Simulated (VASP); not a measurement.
Set up this calculation in VASP 6.6.1, as the native input.

| Item | Value |
| --- | --- |
| Task | single point |
| Functional | HSE06 |
| Potentials or basis | VASP PAW PBE potentials, release 64 (Li_sv, Cl) |
| Cutoff | 520 eV |
| k mesh | 6 × 6 × 6 |
| Occupations | gaussian, width 0.01 eV |
| Spin | no spin polarisation |
| Dipole correction | no |
| Grid for exact exchange (PRECFOCK) | Normal |
| Further INCAR settings | ALGO = Normal; EDIFF = 1e-06; NBANDS = 12 |
| Screening parameter | 0.2079 1/Å |

The system is LiCl.

```
Li Cl
1.0
     0.00000    2.55604    2.61815
     2.55604    0.00000    2.61815
     2.55604    2.55604    0.00000
Li Cl
1 1
Direct
  0.00000 0.00000 0.00000
  0.50000 0.50000 0.50000
```

This cell differs from its parent crystal: uniaxial z strain +2.4%.

These files were run (other wordings do the same):

POSCAR

```
LiCl
1.0
    0.0000000000      2.5560369926      2.6181486915
    2.5560369926      0.0000000000      2.6181486915
    2.5560369926      2.5560369926      0.0000000000
Li Cl
1 1
Direct
    0.0000000000      0.0000000000      0.0000000000
    0.5000000000      0.5000000000      0.5000000000
```

INCAR.step1

```
SYSTEM = LiCl
PREC = Accurate ; ENCUT = 520
EDIFF = 1E-5 ; ISMEAR = 0
SIGMA = 0.01 ; LREAL = .False.
LASPH = .True. ; NELM = 60
ALGO = Normal ; ISIF = 2
LWAVE = .True. ; LCHARG = .False.
GGA = PE ; NBANDS = 12
```

INCAR.step2

```
SYSTEM = LiCl
PREC = Accurate ; ENCUT = 520
EDIFF = 1E-6 ; ISMEAR = 0
SIGMA = 0.01 ; LREAL = .False.
LASPH = .True. ; NELM = 60
ALGO = Normal ; ISIF = 2
LWAVE = .False. ; LCHARG = .False.
GGA = PE ; LHFCALC = .True.
HFSCREEN = 0.2079 ; PRECFOCK = Normal
ISTART = 1 ; NBANDS = 12
```

KPOINTS

```
regular mesh
0
Gamma
  6 6 6
  0 0 0
```

Potentials or basis: VASP PAW PBE potentials, release 64 (Li_sv, Cl).

The run is started by

```console
$ cat potpaw_PBE.64/Li_sv/POTCAR potpaw_PBE.64/Cl/POTCAR > POTCAR
$ cp INCAR.step1 INCAR
$ mpirun -np 1 vasp_std > vasp.out
$ cp INCAR.step2 INCAR
$ mpirun -np 1 vasp_std > vasp.out
```

It gave:

The band gap on the k mesh is 7.61 eV, direct.

Caveat: the cell differs from its parent crystal (uniaxial z strain +2.4%).

Wall time 8.5 min on 1 thread of Intel(R) Xeon(R) 6975P-C (Granite Rapids) (shared host), peak memory 0.27 GiB.
